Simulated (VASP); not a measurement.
# Ge (P4_322) in VASP: further runs

The runs below take Ge through relaxation of cell and atoms, single point, with PBE.

Everything below comes from runs of VASP 6.6.1. Logs are shortened: lines on timing, memory, paths and dates and some standing lists are left out, and cuts for length are marked.

## Step 1: The cell of the first run

Symmetry: P4_322, No. 95, tetragonal system. The conventional cell has a = 6.566 Å, b = 6.566 Å, c = 6.579 Å, α = 90.00°, β = 90.00°, γ = 90.00°. Within 3.1 Å of Ge (site symmetry 2) lie 4 Ge at 2.35 to 2.42 Å. Ge (site symmetry 1) has 4 Ge at 2.37 to 2.45 Å within 3.1 Å.

The cell was generated, and may not be a known phase.

## Step 2: Relaxation of cell and atoms, PBE

Input file INCAR:

```
ALGO     = Normal         # electronic algorithm
EDIFF    = 1E-7           # SCF threshold, eV
EDIFFG   = -0.04          # ionic threshold
ENCUT    = 500            # plane-wave cutoff, eV
GGA      = PE             # functional
GGA_COMPAT= F            
IBRION   = 2              # ionic algorithm
ISIF     = 3              # what is computed and relaxed
ISMEAR   = 0              # smearing method
LASPH    = T              # aspherical terms in the spheres
LCHARG   = F              # write CHGCAR
LREAL    = F              # projectors in reciprocal space
LWAVE    = F              # write WAVECAR
NELM     = 120            # most SCF steps
NELMIN   = 4            
NSW      = 90             # ionic steps
PREC     = Accurate       # precision mode
SIGMA    = 0.1            # smearing width, eV
```

Input file KPOINTS:

```
k-points
0
Gamma
  4 4 4
```

Input file POSCAR:

```
Ge
1.0
    6.5656063400      0.0000000000      0.0000000000
    0.0000000000      6.5656063400      0.0000000000
    0.0000000000      0.0000000000      6.5790623700
Ge
12
Direct
    0.6278065100      0.6278065100      0.6250000000
    0.3721934900      0.3721934900      0.1250000000
    0.3721934900      0.6278065100      0.3750000000
    0.6278065100      0.3721934900      0.8750000000
    0.1594893800      0.5816881900      0.9103506100
    0.8405106200      0.4183118100      0.4103506100
    0.4183118100      0.1594893800      0.6603506100
    0.5816881900      0.8405106200      0.1603506100
    0.8405106200      0.5816881900      0.0896493900
    0.1594893800      0.4183118100      0.5896493900
    0.5816881900      0.1594893800      0.3396493900
    0.4183118100      0.8405106200      0.8396493900
```

Potentials or basis: VASP PAW PBE potentials, release 64 (Ge_d).

On the command line:

```console
cat potpaw_PBE.64/Ge_d/POTCAR > POTCAR
mpirun -np 1 vasp_std > vasp.out
```

OUTCAR:

```text
EDIFF = 1E-7
   EDIFFG = -0.04
   ENCUT = 500
   GGA = PE
   IBRION = 2
   ISIF = 3
   ISMEAR = 0
   LASPH = T
   LREAL = F
   NELM = 120
   NELMIN = 4
   NSW = 90
   PREC = Accurate

 ion  position               nearest neighbor table
   1  0.628  0.628  0.625-   3 2.35   4 2.35   6 2.42  12 2.42
   2  0.372  0.372  0.125-   3 2.35   4 2.35   5 2.42  11 2.42
   3  0.372  0.628  0.375-   1 2.35   2 2.35   8 2.42  10 2.42
   4  0.628  0.372  0.875-   1 2.35   2 2.35   7 2.42   9 2.42
   5  0.159  0.582  0.910-  10 2.37   9 2.40   2 2.42  12 2.45
   6  0.841  0.418  0.410-   9 2.37  10 2.40   1 2.42  11 2.45
   7  0.418  0.159  0.660-  11 2.37  12 2.40   4 2.42  10 2.45
   8  0.582  0.841  0.160-  12 2.37  11 2.40   3 2.42   9 2.45
   9  0.841  0.582  0.090-   6 2.37   5 2.40   4 2.42   8 2.45
  10  0.159  0.418  0.590-   5 2.37   6 2.40   3 2.42   7 2.45
  11  0.582  0.159  0.340-   7 2.37   8 2.40   2 2.42   6 2.45
  12  0.418  0.841  0.840-   8 2.37   7 2.40   1 2.42   5 2.45

  LATTYP: Found a simple tetragonal cell.
 ALAT       =     6.5656063400
 C/A-ratio  =     1.0020494726

  Lattice vectors:

 A1 = (   6.5656063400,   0.0000000000,   0.0000000000)
 A2 = (   0.0000000000,   6.5656063400,   0.0000000000)
 A3 = (   0.0000000000,   0.0000000000,   6.5790623700)

Analysis of symmetry for initial positions (statically):
=====================================================================
 Subroutine PRICEL returns:
 Original cell was already a primitive cell.

 Routine SETGRP: Setting up the symmetry group for a
 simple tetragonal supercell.

 Subroutine GETGRP returns: Found  8 space group operations
 (whereof  2 operations were pure point group operations)
 out of a pool of 16 trial point group operations.

The static configuration has the point symmetry C_2 .
 The point group associated with its full space group is D_4 .

Analysis of symmetry for dynamics (positions and initial velocities):
=====================================================================
 Subroutine PRICEL returns:
 Original cell was already a primitive cell.

 Routine SETGRP: Setting up the symmetry group for a
 simple tetragonal supercell.

 Subroutine GETGRP returns: Found  8 space group operations
 (whereof  2 operations were pure point group operations)
 out of a pool of 16 trial point group operations.

The dynamic configuration has the point symmetry C_2 .
 The point group associated with its full space group is D_4 .

 Subroutine INISYM returns: Found  8 space group operations
 (whereof  2 operations are pure point group operations),
 and found     1 'primitive' translations

----------------------------------------------------------------------------------------

                                     Primitive cell

  volume of cell :     283.6049

  direct lattice vectors                    reciprocal lattice vectors
     6.565606340  0.000000000  0.000000000     0.152308857  0.000000000  0.000000000
     0.000000000  6.565606340  0.000000000     0.000000000  0.152308857  0.000000000
     0.000000000  0.000000000  6.579062370     0.000000000  0.000000000  0.151997343

  length of vectors
     6.565606340  6.565606340  6.579062370     0.152308857  0.152308857  0.151997343

  position of ions in fractional coordinates (direct lattice)
     0.627806510  0.627806510  0.625000000
     0.372193490  0.372193490  0.125000000
     0.372193490  0.627806510  0.375000000
     0.627806510  0.372193490  0.875000000
     0.159489380  0.581688190  0.910350610
     0.840510620  0.418311810  0.410350610
     0.418311810  0.159489380  0.660350610
     0.581688190  0.840510620  0.160350610
     0.840510620  0.581688190  0.089649390
     0.159489380  0.418311810  0.589649390
     0.581688190  0.159489380  0.339649390
     0.418311810  0.840510620  0.839649390

  ion indices of the primitive-cell ions
   primitive index   ion index
                 1           1
                 2           2
                 3           3
                 4           4
                 5           5
                 6           6
                 7           7
                 8           8
                 9           9
                10          10
                11          11
                12          12

----------------------------------------------------------------------------------------

 KPOINTS: k-points

Automatic generation of k-mesh.
 Grid dimensions read from file:
 generate k-points for:    4    4    4

 Generating k-lattice:

  Cartesian coordinates                     Fractional coordinates (reciprocal lattice)
     0.038077214  0.000000000  0.000000000     0.250000000  0.000000000  0.000000000
     0.000000000  0.038077214  0.000000000     0.000000000  0.250000000  0.000000000
     0.000000000  0.000000000  0.037999336     0.000000000  0.000000000  0.250000000

  Length of vectors
     0.038077214  0.038077214  0.037999336

  Shift w.r.t. Gamma in fractional coordinates (k-lattice)
     0.000000000  0.000000000  0.000000000

 Subroutine IBZKPT returns following result:
 ===========================================

 Found     18 irreducible k-points:

 Following reciprocal coordinates:
            Coordinates               Weight
  0.000000  0.000000  0.000000      1.000000
  0.250000  0.000000  0.000000      4.000000
  0.500000  0.000000  0.000000      2.000000
  0.250000  0.250000  0.000000      4.000000
  0.500000  0.250000  0.000000      4.000000
  0.500000  0.500000  0.000000      1.000000
[... 10 lines left out ...]
  0.500000  0.250000  0.500000      4.000000
  0.500000  0.500000  0.500000      1.000000
   k-points           NKPTS =     18   k-points in BZ     NKDIM =     18   number of bands    NBANDS=    100
   number of dos      NEDOS =    301   number of ions     NIONS =     12
   total plane-waves  NPLWV = 110592
   dimension x,y,z NGX =    48 NGY =   48 NGZ =   48
   dimension x,y,z NGXF=    96 NGYF=   96 NGZF=   96
   ions per type =              12
   NGX,Y,Z   is equivalent  to a cutoff of  12.15, 12.15, 12.13 a.u.
   NGXF,Y,Z  is equivalent  to a cutoff of  24.31, 24.31, 24.26 a.u.
 SYSTEM =  unknown system
   PREC   = accura    normal or accurate (medium, high low for compatibility)
   ISTART =      0    job   : 0-new  1-cont  2-samecut
   ICHARG =      2    charge: 1-file 2-atom 10-const
   ISPIN  =      1    spin polarized calculation?
   LNONCOLLINEAR =      F non collinear calculations
   LSORBIT =      F    spin-orbit coupling
   LASPH  =      T    aspherical Exc in radial PAW
   ENCUT  =  500.0 eV  36.75 Ry    6.06 a.u.  11.97 11.97 12.00*2*pi/ulx,y,z
   NELM   =    120;   NELMIN=  4; NELMDL= -5     # of ELM steps
   EDIFF  = 0.1E-06   stopping-criterion for ELM
   LREAL  =      F    real-space projection
   EDIFFG = -.4E-01   stopping-criterion for IOM
   NSW    =     90    number of steps for IOM
   IBRION =      2    ionic relax: 0-MD 1-quasi-New 2-CG
   NFREE  =      1    steps in history (QN), initial steepest desc. (CG)
   ISIF   =      3    stress and relaxation
   ISYM   =      2    0-nonsym 1-usesym 2-fastsym
   POTIM  = 0.5000    time-step for ionic-motion
   TEBEG  =    0.0;   TEEND  =   0.0 temperature during run
   PSTRESS=    0.0 pullay stress
   NELECT =     168.0000    total number of electrons
   NUPDOWN=      -1.0000    fix difference up-down
   EMIN   =  10.00;   EMAX   =-10.00  energy-range for DOS
   EFERMI =   0.00;   METHOD = LEGACY
   ISMEAR =     0;   SIGMA  =   0.10  broadening in eV -4-tet -1-fermi 0-gaus
   EFERMI_NEDOS =   21; number of points for ismear=-14 and -15
   IALGO  =     38    algorithm
   IMIX   =      4    mixing-type and parameters
     AMIX     =   0.40;   BMIX     =  1.00
     AMIX_MAG =   1.60;   BMIX_MAG =  1.00
  volume/ion in A,a.u.               =      23.63       159.49
  Fermi-wavevector in a.u.,A,eV,Ry     =   1.374907  2.598198 25.720040  1.890370
  Thomas-Fermi vector in A             =   2.500291
   LORBIT       =      0    0 simple, 1 ext, 2 COOP (PROOUT), +10 PAW based schemes
   GGA     = PE    functional components
   LHFCALC =     F    Hartree Fock is set to
   AEXX    =    0.0000 exact exchange contribution
   IVDW    =     0    specifies the selected vdW correction
   LEPSILON=     F    determine dielectric tensor
   LRPA    =     F    only Hartree local field effects (RPA)
 conjugate gradient relaxation of ions
 non-spin polarized calculation
 Gauss-broadening in eV      SIGMA  =   0.10
  energy-cutoff  :      500.00
  volume of cell :      283.60
 maximum number of plane-waves:      7232
 NGX is ok and might be reduce to    48
   NGX = 23   NGY = 23   NGZ = 23

--------------------------------------- Ionic step        1  -------------------------------------------

 number of electron     167.9999997 magnetization

 Free energy of the ion-electron system (eV)
  ---------------------------------------------------
  ext. energy  EPLUGINS =         0.00000000
  ---------------------------------------------------
  free energy    TOTEN  =       -48.19936426 eV

  energy without entropy =      -48.19116896  energy(sigma->0) =      -48.19526661

------------------------ aborting loop because EDIFF is reached ----------------------------------------

  FORCE on cell =-STRESS in cart. coord.  units (eV):
  Direction    XX          YY          ZZ          XY          YZ          ZX
  --------------------------------------------------------------------------------------
  -------------------------------------------------------------------------------------
  Total       19.2085455     19.2085455     22.5507239      0.0000000      0.0000000      0.0000000
  in kB      108.5154009    108.5154009    127.3964681      0.0000000      0.0000000      0.0000000
  external PRESSURE =     114.8090900 kB  Pullay stress =       0.0000000 kB
[... 353 lines left out ...]
  energy  without entropy=      -49.8457617882  energy(sigma->0) =      -49.85102057

--------------------------------------- Ionic step        9  -------------------------------------------

 number of electron     167.9999938 magnetization

 Free energy of the ion-electron system (eV)
  ---------------------------------------------------
  ext. energy  EPLUGINS =         0.00000000
  ---------------------------------------------------
  free energy    TOTEN  =       -49.85845121 eV

  energy without entropy =      -49.84803966  energy(sigma->0) =      -49.85324543

 E-fermi :   3.0233     XC(G=0):  -8.7030

 val. band max:        2.9946437181   @ k =   0.5000   0.0000   0.0000
 cond. band min:       3.1744046848   @ k =   0.0000   0.0000   0.2500
 fundamental gap:      0.1797609667
 Fermi energy:         3.0232537241

 k-point     1 :       0.0000    0.0000    0.0000
  band No.  band energies     occupation
      1     -21.7629      2.00000
      2     -21.7341      2.00000
      3     -21.7341      2.00000
      4     -21.7258      2.00000
      5     -21.7115      2.00000
      6     -21.7041      2.00000
[... 1771 lines left out ...]
     95       6.9118      0.00000
     96       6.9118      0.00000
 [bands above 96 left out]

------------------------ aborting loop because EDIFF is reached ----------------------------------------

  FORCE on cell =-STRESS in cart. coord.  units (eV):
  Direction    XX          YY          ZZ          XY          YZ          ZX
  --------------------------------------------------------------------------------------
  -------------------------------------------------------------------------------------
  Total        0.1393618      0.1393618      0.0884471      0.0000000      0.0000000      0.0000000
  in kB        0.6654875      0.6654875      0.4223570      0.0000000      0.0000000      0.0000000
  external PRESSURE =       0.5844440 kB  Pullay stress =       0.0000000 kB
[... 27 lines left out ...]
  FREE ENERGIE OF THE ION-ELECTRON SYSTEM (eV)
  ---------------------------------------------------
  free  energy   TOTEN  =       -49.8584512141 eV

  energy  without entropy=      -49.8480396556  energy(sigma->0) =      -49.85324543

 reached required accuracy - stopping structural energy minimisation
```

Run time: 47 min. Hardware: 1 thread of Intel Xeon Platinum 8488C (Sapphire Rapids), shared host; peak memory 0.53 GiB.

What came out:

```
Free energy                           : -49.8585 eV
Relaxed volume                        : 27.96 Å³/atom
Relaxed cell                          : a = 6.957 Å, b = 6.957 Å, c = 6.932 Å, α = 90.00°, β = 90.00°, γ = 90.00°
Space group after relaxing (to 0.1 Å) : P4_322 (No. 95)
Energy gained by relaxing             : 138.3 meV/atom
Ionic steps                           : 9
Pressure after relaxing               : 0.1 GPa
Largest force after relaxing          : 0.011 eV/Å
Band gap on the k mesh                : zero (bands 84 and 85 overlap by 0.19 eV)
```

Forces on the atoms (eV/Å):
```
Ge  -0.008 -0.008  0.000
Ge   0.008  0.008  0.000
Ge   0.008 -0.008  0.000
Ge  -0.008  0.008  0.000
Ge   0.006 -0.003 -0.005
Ge  -0.006  0.003 -0.005
Ge   0.003  0.006 -0.005
Ge  -0.003 -0.006 -0.005
Ge  -0.006 -0.003  0.005
Ge   0.006  0.003  0.005
Ge  -0.003  0.006  0.005
Ge   0.003 -0.006  0.005
```

The path:
```
step  energy change (eV)  largest force (eV/Å)  pressure (GPa)  volume (Å³)
   1              0.0000                1.2322           11.48       283.60
   2             -1.3212                0.4835           -2.83       358.93
   3             -1.6318                0.2080            0.25       331.33
   4             -1.6317                0.2182            0.10       332.34
   5             -1.6504                0.1211           -0.04       334.22
   6             -1.6510                0.1223           -0.06       334.61
   7             -1.6544                0.0865            0.04       334.32
   8             -1.6569                0.0317            0.23       333.82
   9             -1.6591                0.0112            0.06       335.52
```

Final structure:
```
CELL_PARAMETERS angstrom
6.95716 0.00000 0.00000
0.00000 6.95716 0.00000
0.00000 0.00000 6.93187
ATOMIC_POSITIONS crystal
Ge 0.62939 0.62939 0.62500
Ge 0.37061 0.37061 0.12500
Ge 0.37061 0.62939 0.37500
Ge 0.62939 0.37061 0.87500
Ge 0.15686 0.58260 0.91094
Ge 0.84314 0.41740 0.41094
Ge 0.41740 0.15686 0.66094
Ge 0.58260 0.84314 0.16094
Ge 0.84314 0.58260 0.08906
Ge 0.15686 0.41740 0.58906
Ge 0.58260 0.15686 0.33906
Ge 0.41740 0.84314 0.83906
```

Levels at points of the mesh, in eV from the Fermi level:
| k point | band 80 | band 81 | band 82 | band 83 | band 84 | band 85 | band 86 | band 87 | band 88 | band 89 |
| --- | --- | --- | --- | --- | --- | --- | --- | --- | --- | --- |
| (0.00, 0.00, 0.00) | -1.26 | -0.71 | -0.71 | -0.53 | 0.15 | 0.21 | 0.89 | 1.53 | 1.53 | 1.96 |
| (0.50, 0.00, 0.00) | -1.37 | -0.91 | -0.77 | -0.69 | -0.05 | -0.03 | 0.37 | 1.03 | 1.45 | 2.25 |
| (0.50, 0.50, 0.00) | -1.63 | -1.07 | -0.91 | -0.31 | -0.31 | 0.35 | 0.35 | 0.86 | 1.50 | 1.67 |
| (0.00, 0.00, 0.50) | -1.92 | -1.36 | -1.36 | -0.44 | -0.44 | 0.51 | 0.51 | 0.80 | 0.80 | 1.88 |
| (0.50, 0.00, 0.50) | -1.69 | -1.32 | -1.32 | -0.55 | -0.55 | 0.20 | 0.20 | 1.21 | 1.21 | 1.83 |
| (0.50, 0.50, 0.50) | -1.92 | -1.20 | -1.20 | -0.66 | -0.66 | 0.80 | 0.80 | 1.01 | 1.01 | 1.67 |

Caveat: the volume moved by over 15 % at a fixed basis, so the end points are rough; semilocal functionals underestimate gaps, and a narrow one can read as zero.

## Step 3: Single point, PBE

Input file INCAR:

```
SYSTEM = Ge
ALGO = Normal ; EDIFF = 1E-6
ENCUT = 500 ; GGA = PE
GGA_COMPAT = .False. ; ISIF = 2
ISMEAR = 0 ; LASPH = .True.
LCHARG = .True. ; LELF = .True.
LREAL = .False. ; LVHAR = .True.
LWAVE = .False. ; NBANDS = 96
NELM = 120 ; PREC = Accurate
SIGMA = 0.1
```

Input file KPOINTS:

```
k-points
0
Gamma
  4 4 4
  0 0 0
```

POSCAR is that of step 2.

Potentials or basis: VASP PAW PBE potentials, release 64 (Ge_d).

On the command line:

```console
cat potpaw_PBE.64/Ge_d/POTCAR > POTCAR
mpirun -np 1 vasp_std > vasp.out
```

Wall time 6.8 min (1 thread of Intel Xeon Platinum 8488C (Sapphire Rapids), shared host); peak memory 0.49 GiB.

It converged, with:

```yaml
Free_energy: -48.1994 eV
Pressure: 11.5 GPa
Largest_force: 1.232 eV/Å
Band_gap_on_the_k_mesh: zero (bands 84 and 85 overlap by 0.01 eV)
```

Forces on the atoms (eV/Å):
```
Ge   0.871  0.871  0.000
Ge  -0.871 -0.871  0.000
Ge  -0.871  0.871  0.000
Ge   0.871 -0.871  0.000
Ge  -0.689  0.427  0.214
Ge   0.689 -0.427  0.214
Ge  -0.427 -0.689  0.214
Ge   0.427  0.689  0.214
Ge   0.689  0.427 -0.214
Ge  -0.689 -0.427 -0.214
Ge   0.427 -0.689 -0.214
Ge  -0.427  0.689 -0.214
```

Stress tensor (GPa, compression positive):
```
10.88  0.00  0.00
 0.00 10.88  0.00
 0.00  0.00 12.77
```

Levels at points of the mesh, in eV from the Fermi level:
| k point | band 80 | band 81 | band 82 | band 83 | band 84 | band 85 | band 86 | band 87 | band 88 | band 89 |
| --- | --- | --- | --- | --- | --- | --- | --- | --- | --- | --- |
| (0.00, 0.00, 0.00) | -1.54 | -0.97 | -0.97 | -0.94 | 0.04 | 0.71 | 0.77 | 1.95 | 1.95 | 2.06 |
| (0.50, 0.00, 0.00) | -1.82 | -1.16 | -1.10 | -1.05 | -0.25 | 0.03 | 0.75 | 1.06 | 1.40 | 2.40 |
| (0.50, 0.50, 0.00) | -2.26 | -1.42 | -1.35 | -0.54 | -0.54 | 0.32 | 0.32 | 1.11 | 1.47 | 1.53 |
| (0.00, 0.00, 0.50) | -2.42 | -1.71 | -1.71 | -0.45 | -0.45 | 0.38 | 0.38 | 0.78 | 0.78 | 1.87 |
| (0.50, 0.00, 0.50) | -2.20 | -1.81 | -1.81 | -0.66 | -0.66 | 0.17 | 0.17 | 1.23 | 1.23 | 1.96 |
| (0.50, 0.50, 0.50) | -2.49 | -1.60 | -1.60 | -1.09 | -1.09 | 0.73 | 0.73 | 0.96 | 0.96 | 2.04 |

Caveat: the cell stands under pressure; semilocal functionals underestimate gaps, and a narrow one can read as zero; forces of over 1 eV/Å act on the atoms, so gaps and moduli don't describe the material at rest.

The gap in the log of VASP goes by the Fermi energy; the results here count the filled bands.